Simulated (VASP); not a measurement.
**CdTe: electric field gradients with PBE**

Crystal: CdTe.

```xyz
2
Lattice="0.0000 2.8457 2.8457 2.8457 0.0000 2.8457 2.8457 2.8457 0.0000" Properties=species:S:1:pos:R:3 pbc="T T T"
Cd    0.0000    0.0000    0.0000
Te    1.4229    1.4229    1.4229
```

This cell differs from its parent crystal: volume scaled by 0.7.

| Quantity | Value |
| --- | --- |
| Program | VASP 6.6.1 |
| Task | electric field gradients |
| Functional | PBE |
| Potentials or basis | VASP PAW PBE potentials, release 64 (Cd, Te) |
| Cutoff | 520 eV |
| k mesh | 10 × 10 × 10 |
| Occupations | fermi-dirac, width 0.05 eV |
| Spin | no spin polarisation |
| Dipole correction | no |
| Further INCAR settings | ALGO = Normal; EDIFF = 1e-08; NBANDS = 16 |

| Quantity | Value |
| --- | --- |
| Pressure | 47.4 GPa |
| Band gap on the k mesh | 1.43 eV, indirect (least direct gap 1.96 eV) |

Levels at points of the mesh, in eV from the valence-band top:
```csv
k point,band 6,band 7,band 8,band 9,band 10,band 11,band 12,band 13
"(0.00, 0.00, 0.00)",-9.95,0.00,0.00,0.00,1.96,4.00,4.00,4.00
"(0.50, 0.00, 0.00)",-9.17,-7.39,-1.59,-1.59,2.07,4.71,4.71,6.53
"(0.50, 0.50, 0.00)",-8.86,-6.67,-3.69,-3.69,1.43,2.02,11.05,11.05
```

It took 46 s on 1 thread of Intel(R) Xeon(R) Platinum 8488C (Sapphire Rapids), with other jobs on the host, peak memory 0.19 GiB.

Caveat: without QUAD_EFG the Cq values of the log hold for a quadrupole moment of 1 mb, not for the nuclei; spin-orbit coupling is left out, which moves the levels of the heavy elements. A k mesh can miss the band edges.
